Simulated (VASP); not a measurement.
LiH, 2 atoms in the cell. It takes space group Fm-3m (No. 225, cubic). The conventional cell has a = 3.997 Å, b = 3.997 Å, c = 3.997 Å, α = 90.00°, β = 90.00°, γ = 90.00°. Within 2.6 Å of Li (site symmetry m-3m) lie 6 H at 2.00 Å. Within 2.6 Å of H (site symmetry m-3m) lie 6 Li at 2.00 Å. 

| Property | Result |
| --- | --- |
| Program | VASP 6.6.1 |
| Task | single point |
| Functional | PBEsol |
| Potentials or basis | VASP PAW PBE potentials, release 64 (Li_sv, H) |
| Cutoff | 520 eV |
| k mesh | 5 × 5 × 5 |
| Occupations | gaussian, width 0.01 eV |
| Spin | no spin polarisation |
| Dipole correction | no |
| Further INCAR settings | ALGO = Normal; EDIFF = 1e-07; NBANDS = 9 |

Potentials or basis: VASP PAW PBE potentials, release 64 (Li_sv, H).

Command:

```bash
$ cat potpaw_PBE.64/Li_sv/POTCAR potpaw_PBE.64/H/POTCAR > POTCAR
$ mpirun -np 1 vasp_std > vasp.out
```

Hardware: 1 thread of AMD EPYC 7R13 Processor (Zen 3), on a shared host.

How long does it take, and how much memory?

Run time: 2.8 s on 1 thread of AMD EPYC 7R13 Processor (Zen 3) (shared host), peak memory 0.1 GiB. Counts: scf iterations 13, k points 10.
